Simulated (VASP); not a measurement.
# TlB8 (I4/mmm) in VASP: single point with PBE

Aim: the single point of TlB8 with PBE.

Everything below comes from runs of VASP 6.6.1. Logs are shortened: lines on timing, memory, paths and dates and some standing lists are left out, and cuts for length are marked.

**1. The cell of the first run**

Symmetry: I4/mmm, No. 139, tetragonal system. Conventional cell: a = 7.573 Å, b = 7.573 Å, c = 3.012 Å, α = 90.00°, β = 90.00°, γ = 90.00°. Tl (site symmetry 4/mmm) has 16 B at 2.39 to 3.32 Å and 2 Tl at 3.01 Å within 3.4 Å. Within 2.1 Å of B (site symmetry m2m) lie 4 B at 1.61 to 2.08 Å. Within 2.4 Å of B (site symmetry m2m) lie 7 B at 1.78 to 2.08 Å.

**2. Single point, PBE**

Contents of INCAR:

```
SYSTEM = TlB8
PREC = Accurate ; ENCUT = 500
EDIFF = 1E-6 ; ISMEAR = 0
SIGMA = 0.1 ; LREAL = .False.
LASPH = .True. ; NELM = 120
ALGO = Normal ; ISIF = 2
LWAVE = .False. ; LCHARG = .False.
GGA = PE ; NBANDS = 28
GGA_COMPAT = .False.
```

Contents of KPOINTS:

```
Automatic mesh
0
Gamma
  14 14 14
  0 0 0
```

Contents of POSCAR:

```
TlB8
1.0
   -3.7864381377      3.7864381377      1.5061774238
    3.7864381377     -3.7864381377      1.5061774238
    3.7864381377      3.7864381377     -1.5061774238
Tl B
1 8
Direct
    0.0000000000      0.0000000000      0.0000000000
    0.2233870573      0.2233870573      0.4467741146
    0.7766129427      0.7766129427      0.5532258854
    0.2233870573      0.7766129427      0.0000000000
    0.7766129427      0.2233870573      0.0000000000
    0.3823051922      0.0000000000      0.3823051922
    0.6176948078      0.0000000000      0.6176948078
    0.0000000000      0.6176948078      0.6176948078
    0.0000000000      0.3823051922      0.3823051922
```

Potentials or basis: VASP PAW PBE potentials, release 64 (Tl_d, B).

The run is started by

```sh
$ cat potpaw_PBE.64/Tl_d/POTCAR potpaw_PBE.64/B/POTCAR > POTCAR
$ mpirun -np 1 vasp_std > vasp.out
```

OUTCAR:

```text
SYSTEM = TlB8
   PREC = Accurate
   ENCUT = 500
   EDIFF = 1E-6
   ISMEAR = 0
   LREAL = .False.
   LASPH = .True.
   NELM = 120
   ISIF = 2
   GGA = PE

 ion  position               nearest neighbor table
   1  0.000  0.000  0.000-   2 2.39   3 2.39   4 2.39   5 2.39   6 2.90   7 2.90   8 2.90   9 2.90

   2  0.223  0.223  0.447-   3 1.61   3 1.61   6 2.08   9 2.08   1 2.39
   3  0.777  0.777  0.553-   2 1.61   2 1.61   8 2.08   7 2.08   1 2.39
   4  0.223  0.777  0.000-   5 1.61   5 1.61   8 2.08   6 2.08   1 2.39
   5  0.777  0.223  0.000-   4 1.61   4 1.61   9 2.08   7 2.08   1 2.39
   6  0.382  0.000  0.382-   7 1.78   9 1.96   9 1.96   8 1.96   8 1.96   2 2.08   4 2.08   1 2.90

   7  0.618  0.000  0.618-   6 1.78   8 1.96   8 1.96   9 1.96   9 1.96   3 2.08   5 2.08   1 2.90

   8  0.000  0.618  0.618-   9 1.78   7 1.96   7 1.96   6 1.96   6 1.96   3 2.08   4 2.08   1 2.90

   9  0.000  0.382  0.382-   8 1.78   6 1.96   6 1.96   7 1.96   7 1.96   2 2.08   5 2.08   1 2.90

  LATTYP: Found a body centered tetragonal cell.
 ALAT       =     7.5728762754
 C/A-ratio  =     0.3977821290

  Lattice vectors:

 A1 = (  -3.7864381377,   3.7864381377,   1.5061774238)
 A2 = (   3.7864381377,  -3.7864381377,   1.5061774238)
 A3 = (   3.7864381377,   3.7864381377,  -1.5061774238)

Analysis of symmetry for initial positions (statically):
=====================================================================
 Subroutine PRICEL returns:
 Original cell was already a primitive cell.

 Routine SETGRP: Setting up the symmetry group for a
 body centered tetragonal supercell.

 Subroutine GETGRP returns: Found 16 space group operations
 (whereof 16 operations were pure point group operations)
 out of a pool of 16 trial point group operations.

The static configuration has the point symmetry D_4h.

Analysis of symmetry for dynamics (positions and initial velocities):
=====================================================================
 Subroutine PRICEL returns:
 Original cell was already a primitive cell.

 Routine SETGRP: Setting up the symmetry group for a
 body centered tetragonal supercell.

 Subroutine GETGRP returns: Found 16 space group operations
 (whereof 16 operations were pure point group operations)
 out of a pool of 16 trial point group operations.

The dynamic configuration has the point symmetry D_4h.

 Subroutine INISYM returns: Found 16 space group operations
 (whereof 16 operations are pure point group operations),
 and found     1 'primitive' translations

[... 116 lines left out ...]
   POTIM  = 0.5000    time-step for ionic-motion
   TEBEG  =    0.0;   TEEND  =   0.0 temperature during run
   PSTRESS=    0.0 pullay stress
   NELECT =      37.0000    total number of electrons
   NUPDOWN=      -1.0000    fix difference up-down
   EMIN   =  10.00;   EMAX   =-10.00  energy-range for DOS
   EFERMI =   0.00;   METHOD = LEGACY
   ISMEAR =     0;   SIGMA  =   0.10  broadening in eV -4-tet -1-fermi 0-gaus
   EFERMI_NEDOS =   21; number of points for ismear=-14 and -15
   IALGO  =     38    algorithm
   IMIX   =      4    mixing-type and parameters
     AMIX     =   0.40;   BMIX     =  1.00
     AMIX_MAG =   1.60;   BMIX_MAG =  1.00
  volume/ion in A,a.u.               =       9.60        64.77
  Fermi-wavevector in a.u.,A,eV,Ry     =   1.234079  2.332070 20.720989  1.522950
  Thomas-Fermi vector in A             =   2.368783
   LORBIT       =      0    0 simple, 1 ext, 2 COOP (PROOUT), +10 PAW based schemes
   GGA     = PE    functional components
   LHFCALC =     F    Hartree Fock is set to
   AEXX    =    0.0000 exact exchange contribution
   IVDW    =     0    specifies the selected vdW correction
   LEPSILON=     F    determine dielectric tensor
   LRPA    =     F    only Hartree local field effects (RPA)
 non-spin polarized calculation
 Gauss-broadening in eV      SIGMA  =   0.10
  energy-cutoff  :      500.00
  volume of cell :       86.38
 maximum number of plane-waves:      2218
 NGX is ok and might be reduce to    42
   NGX = 21   NGY = 21   NGZ = 21

 number of electron      37.0000001 magnetization

 Free energy of the ion-electron system (eV)
  ---------------------------------------------------
  ext. energy  EPLUGINS =         0.00000000
  ---------------------------------------------------
  free energy    TOTEN  =       -46.51798493 eV

  energy without entropy =      -46.50587156  energy(sigma->0) =      -46.51192824

 E-fermi :   6.6417     XC(G=0): -11.3806

 val. band max:        6.6334839288   @ k =  -0.2857  -0.4286   0.2143
 cond. band min:       6.6420501323   @ k =  -0.1429   0.1429   0.1429
 fundamental gap:      0.0085662035
 Fermi energy:         6.6417327001

 k-point     1 :       0.0000    0.0000    0.0000
  band No.  band energies     occupation
      1      -8.6824      2.00000
      2      -5.9830      2.00000
      3      -5.9214      2.00000
      4      -5.2063      2.00000
      5      -4.8114      2.00000
      6      -4.8114      2.00000
[... 733 lines left out ...]
     27      13.0169      0.00000
     28      14.4387      0.00000

 [... further k-points ...]

------------------------ aborting loop because EDIFF is reached ----------------------------------------

  FORCE on cell =-STRESS in cart. coord.  units (eV):
  Direction    XX          YY          ZZ          XY          YZ          ZX
  --------------------------------------------------------------------------------------
  -------------------------------------------------------------------------------------
  Total        0.0213591      0.0213591      0.0303473      0.0000000      0.0000000      0.0000000
  in kB        0.3961828      0.3961828      0.5629026      0.0000000      0.0000000      0.0000000
  external PRESSURE =       0.4517561 kB  Pullay stress =       0.0000000 kB

 VOLUME and BASIS-vectors are now :
 -----------------------------------------------------------------------------
  energy-cutoff  :      500.00
  volume of cell :       86.38
      direct lattice vectors                 reciprocal lattice vectors
    -3.786438138  3.786438138  1.506177424     0.000000000  0.132050223  0.331966203
     3.786438138 -3.786438138  1.506177424     0.132050223  0.000000000  0.331966203
     3.786438138  3.786438138 -1.506177424     0.132050223  0.132050223  0.000000000

 POSITION                                       TOTAL-FORCE (eV/Angst)
 -----------------------------------------------------------------------------------
      0.00000      0.00000      0.00000         0.000000     -0.000000     -0.000000
      1.69168      1.69168      0.00000         0.001017      0.001017     -0.000000
      2.09476      2.09476      1.50618        -0.001017     -0.001017      0.000000
      2.09476     -2.09476      1.50618        -0.001017      0.001017      0.000000
     -2.09476      2.09476      1.50618         0.001017     -0.001017     -0.000000
      0.00000      2.89515      0.00000        -0.000000      0.004858     -0.000000
      0.00000      4.67773      0.00000         0.000000     -0.004858     -0.000000
      4.67773      0.00000      0.00000        -0.004858      0.000000     -0.000000
      2.89515      0.00000      0.00000         0.004858     -0.000000     -0.000000
 -----------------------------------------------------------------------------------
    total drift:                               -0.000000      0.000000      0.000000

  FREE ENERGIE OF THE ION-ELECTRON SYSTEM (eV)
  ---------------------------------------------------
  free  energy   TOTEN  =       -46.5179849274 eV

  energy  without entropy=      -46.5058715626  energy(sigma->0) =      -46.51192824
```

stdout:

```text
POSCAR found type information on POSCAR TlB
 POSCAR found :  2 types and       9 ions
 scaLAPACK will be used
 LDA part: xc-table for (Slater+PW92), standard interpolation
 POSCAR, INCAR and KPOINTS ok, starting setup
 FFT: planning ... GRIDC
 FFT: planning ... GRID_SOFT
 FFT: planning ... GRID
 WAVECAR not read
 entering main loop
```

Wall time 22 min (1 thread of Intel Xeon 8259CL, shared host); peak memory 0.59 GiB.

Results:

```yaml
Free_energy: -46.5180 eV
Pressure: 0.0 GPa
Largest_force: 0.005 eV/Å
Band_gap_on_the_k_mesh: zero (an odd number of electrons rules out a gap without spin polarisation)
```

Forces in eV/Å, atoms in the order of the input:
```
Tl   0.000  0.000  0.000
B    0.001  0.001  0.000
B   -0.001 -0.001  0.000
B   -0.001  0.001  0.000
B    0.001 -0.001  0.000
B    0.000  0.005  0.000
B    0.000 -0.005  0.000
B   -0.005  0.000  0.000
B    0.005  0.000  0.000
```

Levels at points of the mesh, in eV from the Fermi level:
| k point | band 16 | band 17 | band 18 | band 19 | band 20 | band 21 |
| --- | --- | --- | --- | --- | --- | --- |
| (0.00, 0.00, 0.00) | -2.54 | -2.21 | 1.22 | 1.25 | 2.11 | 2.81 |
| (0.50, 0.00, 0.00) | -4.02 | -2.99 | -1.03 | 0.14 | 0.65 | 0.89 |
| (0.50, 0.50, 0.00) | -1.77 | 0.61 | 0.63 | 1.24 | 1.24 | 1.33 |
| (0.50, 0.50, 0.50) | -1.50 | -1.05 | -0.72 | -0.72 | -0.49 | 1.31 |

Caveat: spin-orbit coupling is left out, which moves the levels of the heavy elements.
